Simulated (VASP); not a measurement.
# TiGe2 (Fddd) in VASP: relaxation of cell and atoms with LDA

Aim: the relaxation of cell and atoms of TiGe2 with LDA.

All numbers are computed with VASP 6.6.1; they aren't measurements. Logs are shortened: lines on timing, memory, paths and dates and some standing lists are left out, and cuts for length are marked.

### Step 1. The cell of the first run

The structure is orthorhombic, space group Fddd (No. 70). Conventional cell: a = 4.943 Å, b = 8.457 Å, c = 8.656 Å, α = 90.00°, β = 90.00°, γ = 90.00°. Within 3.4 Å of Ti (site symmetry 222) lie 10 Ge at 2.59 to 2.85 Å and 4 Ti at 3.27 Å. Ge (site symmetry 2) has 5 Ti at 2.59 to 2.85 Å and 9 Ge at 2.60 to 3.27 Å within 3.4 Å.

### Step 2. Relaxation of cell and atoms, LDA

INCAR

```
SYSTEM = TiGe2
PREC     = Accurate       ! precision mode
ENCUT    = 500            ! plane-wave cutoff, eV
EDIFF    = 1E-7           ! SCF threshold, eV
ISMEAR   = -1             ! smearing method
SIGMA    = 0.15           ! smearing width, eV
LREAL    = .FALSE.        ! projectors in reciprocal space
LASPH    = .TRUE.         ! aspherical terms in the spheres
NELM     = 120            ! most SCF steps
ALGO     = Normal         ! electronic algorithm
ISIF     = 3              ! what is computed and relaxed
LWAVE    = .FALSE.        ! write WAVECAR
LCHARG   = .FALSE.        ! write CHGCAR
IBRION   = 2              ! ionic algorithm
NSW      = 80             ! ionic steps
EDIFFG   = -0.001         ! ionic threshold
GGA_COMPAT= .FALSE.      
NELMIN   = 4
```

KPOINTS

```
Automatic mesh
0
G
  8 8 8
  0 0 0
```

POSCAR

```
TiGe2
1.0
    0.0000000000      4.2283064486      4.3277675894
    2.4714465257      0.0000000000      4.3277675894
    2.4714465257      4.2283064486      0.0000000000
Ti Ge
2 4
Direct
    0.7500000000      0.7500000000      0.7500000000
    0.5000000000      0.5000000000      0.5000000000
    0.0813436524      0.4186563476      0.0813436524
    0.1686563476      0.8313436524      0.1686563476
    0.8313436524      0.1686563476      0.8313436524
    0.4186563476      0.0813436524      0.4186563476
```

Potentials or basis: VASP PAW LDA potentials, release 64 (Ti_sv, Ge_d).

Started as:

```sh
$ cat potpaw_LDA.64/Ti_sv/POTCAR potpaw_LDA.64/Ge_d/POTCAR > POTCAR
$ mpirun -np 1 vasp_std > vasp.out
```

OUTCAR:

```text
SYSTEM = TiGe2
   PREC = Accurate
   ENCUT = 500
   EDIFF = 1E-7
   ISMEAR = -1
   LREAL = .FALSE.
   LASPH = .TRUE.
   NELM = 120
   ISIF = 3
   IBRION = 2
   NSW = 80
   EDIFFG = -0.001
   NELMIN = 4

 ion  position               nearest neighbor table
   1  0.750  0.750  0.750-   5 2.59   4 2.59   5 2.59   4 2.59   6 2.80   3 2.80   6 2.85   6 2.85
                             3 2.85   3 2.85
   2  0.500  0.500  0.500-   3 2.59   6 2.59   3 2.59   6 2.59   5 2.80   4 2.80   4 2.85   4 2.85
                             5 2.85   5 2.85
   3  0.081  0.419  0.081-   2 2.59   2 2.59   4 2.60   4 2.60   1 2.80   6 2.83   6 2.83   6 2.85
                             1 2.85   1 2.85
   4  0.169  0.831  0.169-   1 2.59   1 2.59   3 2.60   3 2.60   2 2.80   5 2.83   5 2.83   5 2.85
                             2 2.85   2 2.85
   5  0.831  0.169  0.831-   1 2.59   1 2.59   6 2.60   6 2.60   2 2.80   4 2.83   4 2.83   4 2.85
                             2 2.85   2 2.85
   6  0.419  0.081  0.419-   2 2.59   2 2.59   5 2.60   5 2.60   1 2.80   3 2.83   3 2.83   3 2.85
                             1 2.85   1 2.85

  LATTYP: Found a face centered orthorhombic cell.
 ALAT       =     4.9428930514
 B/A-ratio  =     1.7108630127
 C/A-ratio  =     1.7511071125

  Lattice vectors:

 A1 = (   0.0000000000,   4.2283064486,   4.3277675894)
 A2 = (   2.4714465257,   0.0000000000,   4.3277675894)
 A3 = (   2.4714465257,   4.2283064486,   0.0000000000)

Analysis of symmetry for initial positions (statically):
=====================================================================
 Subroutine PRICEL returns:
 Original cell was already a primitive cell.

 Routine SETGRP: Setting up the symmetry group for a
 face centered orthorhombic supercell.

 Subroutine GETGRP returns: Found  8 space group operations
 (whereof  4 operations were pure point group operations)
 out of a pool of  8 trial point group operations.

The static configuration has the point symmetry D_2 .
 The point group associated with its full space group is D_2h.

Analysis of symmetry for dynamics (positions and initial velocities):
=====================================================================
 Subroutine PRICEL returns:
 Original cell was already a primitive cell.

 Routine SETGRP: Setting up the symmetry group for a
 face centered orthorhombic supercell.

 Subroutine GETGRP returns: Found  8 space group operations
 (whereof  4 operations were pure point group operations)
 out of a pool of  8 trial point group operations.

The dynamic configuration has the point symmetry D_2 .
 The point group associated with its full space group is D_2h.

 Subroutine INISYM returns: Found  8 space group operations
 (whereof  4 operations are pure point group operations),
 and found     1 'primitive' translations

----------------------------------------------------------------------------------------

                                     Primitive cell

  volume of cell :      90.4506

  direct lattice vectors                    reciprocal lattice vectors
     0.000000000  4.228306449  4.327767589    -0.202310669  0.118250653  0.115533006
     2.471446526  0.000000000  4.327767589     0.202310669 -0.118250653  0.115533006
     2.471446526  4.228306449  0.000000000     0.202310669  0.118250653 -0.115533006

  length of vectors
     6.050466737  4.983735571  4.897614047     0.261267486  0.261267486  0.261267486

  position of ions in fractional coordinates (direct lattice)
     0.750000000  0.750000000  0.750000000
     0.500000000  0.500000000  0.500000000
     0.081343652  0.418656348  0.081343652
     0.168656348  0.831343652  0.168656348
     0.831343652  0.168656348  0.831343652
     0.418656348  0.081343652  0.418656348

  ion indices of the primitive-cell ions
   primitive index   ion index
                 1           1
                 2           2
                 3           3
                 4           4
                 5           5
                 6           6

----------------------------------------------------------------------------------------

 KPOINTS: Automatic mesh

Automatic generation of k-mesh.
 Grid dimensions read from file:
 generate k-points for:    8    8    8

 Generating k-lattice:

  Cartesian coordinates                     Fractional coordinates (reciprocal lattice)
    -0.025288834  0.014781332  0.014441626     0.125000000 -0.000000000  0.000000000
     0.025288834 -0.014781332  0.014441626    -0.000000000  0.125000000  0.000000000
     0.025288834  0.014781332 -0.014441626     0.000000000  0.000000000  0.125000000

  Length of vectors
     0.032658436  0.032658436  0.032658436

  Shift w.r.t. Gamma in fractional coordinates (k-lattice)
     0.000000000  0.000000000  0.000000000

 Subroutine IBZKPT returns following result:
 ===========================================

 Found     95 irreducible k-points:

 Following reciprocal coordinates:
            Coordinates               Weight
  0.000000  0.000000  0.000000      1.000000
  0.125000  0.000000  0.000000      8.000000
  0.250000  0.000000  0.000000      8.000000
  0.375000  0.000000 -0.000000      8.000000
  0.500000  0.000000  0.000000      4.000000
  0.125000  0.125000  0.000000      2.000000
[... 16 lines left out ...]
  0.250000  0.000000  0.125000      8.000000
  0.375000  0.000000  0.125000      8.000000
 [... further k-points ...]
   k-points           NKPTS =     95   k-points in BZ     NKDIM =     95   number of bands    NBANDS=     48
   number of dos      NEDOS =    301   number of ions     NIONS =      6
   total plane-waves  NPLWV =  62208
   dimension x,y,z NGX =    48 NGY =   36 NGZ =   36
   dimension x,y,z NGXF=    96 NGYF=   72 NGZF=   72
   ions per type =               2   4
   NGX,Y,Z   is equivalent  to a cutoff of  13.19, 12.01, 12.22 a.u.
   NGXF,Y,Z  is equivalent  to a cutoff of  26.38, 24.02, 24.44 a.u.
 SYSTEM =  TiGe2
   PREC   = accura    normal or accurate (medium, high low for compatibility)
   ISTART =      0    job   : 0-new  1-cont  2-samecut
   ICHARG =      2    charge: 1-file 2-atom 10-const
   ISPIN  =      1    spin polarized calculation?
   LNONCOLLINEAR =      F non collinear calculations
   LSORBIT =      F    spin-orbit coupling
   LASPH  =      T    aspherical Exc in radial PAW
   ENCUT  =  500.0 eV  36.75 Ry    6.06 a.u.  11.03  9.09  8.93*2*pi/ulx,y,z
   NELM   =    120;   NELMIN=  4; NELMDL= -5     # of ELM steps
   EDIFF  = 0.1E-06   stopping-criterion for ELM
   LREAL  =      F    real-space projection
   EDIFFG = -.1E-02   stopping-criterion for IOM
   NSW    =     80    number of steps for IOM
   IBRION =      2    ionic relax: 0-MD 1-quasi-New 2-CG
   NFREE  =      1    steps in history (QN), initial steepest desc. (CG)
   ISIF   =      3    stress and relaxation
   ISYM   =      2    0-nonsym 1-usesym 2-fastsym
   POTIM  = 0.5000    time-step for ionic-motion
   TEBEG  =    0.0;   TEEND  =   0.0 temperature during run
   PSTRESS=    0.0 pullay stress
   NELECT =      80.0000    total number of electrons
   NUPDOWN=      -1.0000    fix difference up-down
   EMIN   =  10.00;   EMAX   =-10.00  energy-range for DOS
   EFERMI =   0.00;   METHOD = LEGACY
   ISMEAR =    -1;   SIGMA  =   0.15  broadening in eV -4-tet -1-fermi 0-gaus
   EFERMI_NEDOS =   21; number of points for ismear=-14 and -15
   IALGO  =     38    algorithm
   IMIX   =      4    mixing-type and parameters
     AMIX     =   0.40;   BMIX     =  1.00
     AMIX_MAG =   1.60;   BMIX_MAG =  1.00
  volume/ion in A,a.u.               =      15.08       101.73
  Fermi-wavevector in a.u.,A,eV,Ry     =   1.571451  2.969613 33.599037  2.469460
  Thomas-Fermi vector in A             =   2.673033
   LORBIT       =      0    0 simple, 1 ext, 2 COOP (PROOUT), +10 PAW based schemes
   GGA     = CA    functional components
   LHFCALC =     F    Hartree Fock is set to
   AEXX    =    0.0000 exact exchange contribution
   IVDW    =     0    specifies the selected vdW correction
   LEPSILON=     F    determine dielectric tensor
   LRPA    =     F    only Hartree local field effects (RPA)
 conjugate gradient relaxation of ions
 non-spin polarized calculation
  energy-cutoff  :      500.00
  volume of cell :       90.45
 maximum number of plane-waves:      2322
 NGX is ok and might be reduce to    48
   NGX = 23   NGY = 19   NGZ = 17

--------------------------------------- Ionic step        1  -------------------------------------------

 number of electron      79.9999988 magnetization

 Free energy of the ion-electron system (eV)
  ---------------------------------------------------
  ext. energy  EPLUGINS =         0.00000000
  ---------------------------------------------------
  free energy    TOTEN  =       -41.13625382 eV

  energy without entropy =      -40.97764492  energy(sigma->0) =      -41.05694937

------------------------ aborting loop because EDIFF is reached ----------------------------------------

  FORCE on cell =-STRESS in cart. coord.  units (eV):
  Direction    XX          YY          ZZ          XY          YZ          ZX
  --------------------------------------------------------------------------------------
  -------------------------------------------------------------------------------------
  Total        0.2805518      0.1395448      0.2989413      0.0000000      0.0000000      0.0000000
  in kB        4.9694920      2.4717964      5.2952304      0.0000000      0.0000000      0.0000000
  external PRESSURE =       4.2455063 kB  Pullay stress =       0.0000000 kB
[... 101 lines left out ...]
  FREE ENERGIE OF THE ION-ELECTRON SYSTEM (eV)
  ---------------------------------------------------
  free  energy   TOTEN  =       -41.1366867396 eV

  energy  without entropy=      -40.9771563121  energy(sigma->0) =      -41.05692153

[... ionic steps 4 to 13 ...]

--------------------------------------- Ionic step       14  -------------------------------------------

 number of electron      79.9999988 magnetization

------------------------ aborting loop because EDIFF is reached ----------------------------------------

  FORCE on cell =-STRESS in cart. coord.  units (eV):
  Direction    XX          YY          ZZ          XY          YZ          ZX
  --------------------------------------------------------------------------------------
  -------------------------------------------------------------------------------------
  Total       -0.0362293     -0.0373682     -0.0476810      0.0000000      0.0000000      0.0000000
  in kB       -0.6396690     -0.6597772     -0.8418615      0.0000000      0.0000000      0.0000000
  external PRESSURE =      -0.7137692 kB  Pullay stress =       0.0000000 kB
[... 65 lines left out ...]
  energy  without entropy=      -40.9771687901  energy(sigma->0) =      -41.05693830

--------------------------------------- Ionic step       16  -------------------------------------------

 number of electron      79.9999988 magnetization

 Free energy of the ion-electron system (eV)
  ---------------------------------------------------
  ext. energy  EPLUGINS =         0.00000000
  ---------------------------------------------------
  free energy    TOTEN  =       -41.13670817 eV

  energy without entropy =      -40.97714425  energy(sigma->0) =      -41.05692621

 E-fermi :   9.0169     XC(G=0): -12.6503

 val. band max:        9.0006733595   @ k =  -0.2500   0.1250   0.1250
 cond. band min:       9.0192403307   @ k =  -0.1250   0.3750   0.3750
 fundamental gap:      0.0185669712
 Fermi energy:         9.0168831411

 k-point     1 :       0.0000    0.0000    0.0000
  band No.  band energies     occupation
      1     -46.9070      2.00000
      2     -46.8847      2.00000
      3     -23.6540      2.00000
      4     -23.6450      2.00000
      5     -23.5985      2.00000
      6     -23.5841      2.00000
[... 1213 lines left out ...]
     47      11.9970      0.00000
     48      12.6466      0.00000

 [... further k-points ...]

------------------------ aborting loop because EDIFF is reached ----------------------------------------

  FORCE on cell =-STRESS in cart. coord.  units (eV):
  Direction    XX          YY          ZZ          XY          YZ          ZX
  --------------------------------------------------------------------------------------
  -------------------------------------------------------------------------------------
  Total        0.0047595      0.0049921      0.0009234      0.0000000      0.0000000      0.0000000
  in kB        0.0840457      0.0881517      0.0163063      0.0000000      0.0000000      0.0000000
  external PRESSURE =       0.0628346 kB  Pullay stress =       0.0000000 kB
[... 21 lines left out ...]
  FREE ENERGIE OF THE ION-ELECTRON SYSTEM (eV)
  ---------------------------------------------------
  free  energy   TOTEN  =       -41.1367081715 eV

  energy  without entropy=      -40.9771442488  energy(sigma->0) =      -41.05692621

 reached required accuracy - stopping structural energy minimisation
```

It took 84 min on 1 thread of Intel Xeon 8259CL, shared host; peak memory 0.42 GiB.

Results:

```yaml
Free_energy: -41.1367 eV
Relaxed_volume: 15.12 Å³/atom
Relaxed_cell: a = 6.056 Å, b = 4.990 Å, c = 4.901 Å, α = 75.50°, β = 52.91°, γ = 51.59°
Space_group_after_relaxing_to_0.1_Å: Fddd (No. 70)
Energy_gained_by_relaxing: 0.1 meV/atom
Ionic_steps: 16
Pressure_after_relaxing: 0.0 GPa
Band_gap_on_the_k_mesh: zero (bands 40 and 41 overlap by 1.75 eV)
```

The path:
```csv
step,energy change (eV),largest force (eV/Å),pressure (GPa),volume (Å³)
1,0.0000,0.0104,0.42,90.45
2,-0.0001,0.0053,-0.37,90.97
3,-0.0004,0.0079,-0.03,90.74
4,-0.0004,0.0078,0.06,90.73
5,-0.0004,0.0076,-0.02,90.73
6,-0.0004,0.0046,-0.01,90.74
7,-0.0004,0.0032,-0.01,90.74
8,-0.0005,0.0022,0.03,90.73
9,-0.0005,0.0018,0.03,90.73
10,-0.0005,0.0014,0.02,90.73
11,-0.0005,0.0002,0.05,90.72
12,-0.0005,0.0011,-0.01,90.72
13,-0.0005,0.0006,0.02,90.72
14,-0.0005,0.0004,-0.07,90.74
15,-0.0005,0.0005,0.04,90.73
16,-0.0005,0.0001,0.01,90.73
```

Final structure:
```
Ti Ge
1.0
     0.00000    4.23081    4.33293
     2.47471    0.00000    4.33293
     2.47471    4.23081    0.00000
Ti Ge
2 4
Direct
  0.75000 0.75000 0.75000
  0.50000 0.50000 0.50000
  0.08151 0.41849 0.08151
  0.16849 0.83151 0.16849
  0.83151 0.16849 0.83151
  0.41849 0.08151 0.41849
```

Levels at points of the mesh, in eV from the Fermi level:
| k point | band 37 | band 38 | band 39 | band 40 | band 41 | band 42 | band 43 | band 44 |
| --- | --- | --- | --- | --- | --- | --- | --- | --- |
| (0.00, 0.00, 0.00) | -2.05 | -1.97 | -1.73 | -1.49 | -0.95 | 1.69 | 2.42 | 2.56 |
| (0.50, 0.00, 0.00) | -1.90 | -1.16 | -0.09 | 0.20 | 0.85 | 1.30 | 1.60 | 1.96 |
| (0.50, 0.50, 0.00) | -1.63 | -1.63 | -0.97 | -0.97 | 0.86 | 0.86 | 2.90 | 2.90 |
| (0.50, 0.00, 0.50) | -2.40 | -2.40 | -0.89 | -0.89 | 1.14 | 1.14 | 2.46 | 2.46 |
| (0.00, 0.50, 0.50) | -1.27 | -1.27 | -0.63 | -0.63 | 0.96 | 0.96 | 1.87 | 1.87 |
